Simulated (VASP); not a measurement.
A run of VASP 6.6.1:

Contents of INCAR:

```
SYSTEM = Hf4N5
PREC = Accurate ; ENCUT = 640
EDIFF = 1E-6 ; ISMEAR = 0
SIGMA = 0.1 ; LREAL = .FALSE.
LASPH = .TRUE. ; NELM = 300
ALGO = Normal ; ISIF = 2
LWAVE = .FALSE. ; LCHARG = .TRUE.
LDIPOL = .TRUE. ; IDIPOL = 3
DIPOL = 0.5 0.5 0.487 ; GGA = PS
LVHAR = .TRUE. ; LVACPOTAV = .TRUE.
NBANDS = 42 ; GGA_COMPAT = .FALSE.
NELMDL = -8 ; AMIX = 0.1
BMIX = 1E-4 ; AMIX_MAG = 0.4
BMIX_MAG = 1E-4 ; KPAR = 4
```

KPOINTS

```
regular mesh
0
G
  9 9 1
  0 0 0
```

The input POSCAR:

```
Hf4N5
1.0
    3.1830776025      0.0000000000      0.0000000000
    0.0000000000      3.1830776025      0.0000000000
    0.0000000000      0.0000000000     25.7523272733
Hf N
4 5
Direct
    0.5000000000      0.5000000000      0.3300672560
    0.0000000000      0.0000000000      0.4174681241
    0.5000000000      0.5000000000      0.5117820816
    0.0000000000      0.0000000000      0.6179963137
    0.0000000000      0.0000000000      0.3300672560
    0.5000000000      0.5000000000      0.4174681241
    0.0000000000      0.0000000000      0.5045029754
    0.5000000000      0.5000000000      0.5896234741
    0.0000000000      0.5000000000      0.6662306716
```

Potentials or basis: VASP PAW PBE potentials, release 64 (Hf_pv, N).

Command:

```bash
$ cat potpaw_PBE.64/Hf_pv/POTCAR potpaw_PBE.64/N/POTCAR > POTCAR
$ mpirun -np 4 vasp_std > vasp.out
```

Hardware: 4 MPI ranks on Intel(R) Xeon(R) 6975P-C (Granite Rapids), on a shared host.

Question: Estimate the wall time of this run.

Answer: It took 7.6 min on 4 MPI ranks on Intel(R) Xeon(R) 6975P-C (Granite Rapids), on a shared host, peak memory 0.6 GiB a rank. Counts: scf iterations 98, k points 25.
